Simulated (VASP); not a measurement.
Runs of VASP 6.6.1 on NaCl. The structure is that of space group Fm-3m (No. 225), or close to it. The cells are those of the table. 

```tsv
task	level	cell	k mesh	cutoff (eV)	grid for exact exchange (PRECFOCK)	share of exact exchange	screening parameter	gap on the mesh (eV)	pressure (GPa)	relaxed volume (Å³/atom)
single point	BLYP+D4	a = 3.990 Å, angles 60.0°, 2 atoms	8 × 8 × 8	500	-	-	-	5.15	(b)	-
single point	PBE-based screened hybrid	a = 3.951 Å, angles 60.0°, 2 atoms	4 × 4 × 4	520	Normal	0.25	0.15 1/Å	6.77	1.0	-
relaxation of cell and atoms	PBE	relaxed from a = 3.951 Å, angles 60.0°, 2 atoms	8 × 8 × 8	600	-	-	-	4.99	0.0	23.13
single point	revPBE	a = 3.951 Å, angles 60.0°, 2 atoms	8 × 8 × 8	520	-	-	-	5.49	3.2	-
single point	revPBE	a = 4.118 Å, angles 60.0°, 2 atoms	8 × 8 × 8	520	-	-	-	5.04	0.0	-
relaxation of cell and atoms	revPBE+D4	relaxed from a = 3.951 Å, angles 60.0°, 2 atoms	8 × 8 × 8	600	-	-	-	5.25	0.0	23.25
relaxation of cell and atoms	revPBE	relaxed from a = 3.951 Å, angles 60.0°, 2 atoms	8 × 8 × 8	600	-	-	-	5.04	0.0	24.75
single point	PBE	a = 3.978 Å, angles 60.0°, 2 atoms	8 × 8 × 8	520	-	-	-	(a)	0.9	-
```

Alike in all rows: potentials or basis VASP PAW PBE potentials, release 64 (Cl, Na_pv); no spin polarisation; smearing fermi-dirac 0.05 eV.

**Question.** Fill in the values left out.

**Answer.** (a) 5.14; (b) -0.1.

Caveats: some runs use coarse meshes; the PAW data sets were made with another functional, which shifts forces and pressure a little (some runs).

A k mesh can miss the band edges.
